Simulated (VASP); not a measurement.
Runs of VASP 6.6.1 on SiO2 (Cristobalite). It takes space group P4_12_12 (No. 92, tetragonal). Conventional cell: a = 4.903 Å, b = 4.903 Å, c = 6.778 Å, α = 90.00°, β = 90.00°, γ = 90.00°. Within 2.1 Å of Si (site symmetry 2) lie 4 O at 1.60 to 1.61 Å. Within 2.1 Å of O (site symmetry 1) lie 2 Si at 1.60 to 1.61 Å. 

```tsv
task	level	cell	gap on the mesh (eV)	pressure (GPa)	largest force (eV/Å)
relaxation of the atoms	PBE	atoms relaxed	5.69	2.3	0.01
single point	PBE	as given	5.69	2.4	0.03
electric field gradients	PBE	as given	5.88	8.7	(a)
electric field gradients	r2SCAN	as given	6.35	-2.6	(b)
```

Alike in all rows: potentials or basis VASP PAW PBE potentials, release 64 (Si, O); no spin polarisation; k mesh 5 × 5 × 4; cutoff (eV) 520; smearing fermi-dirac 0.02 eV.

Estimate the missing entries.

(a) 0.52; (b) 0.32.

Caveats: the PAW data sets were made with another functional, which shifts forces and pressure a little (some runs).

A k mesh can miss the band edges.
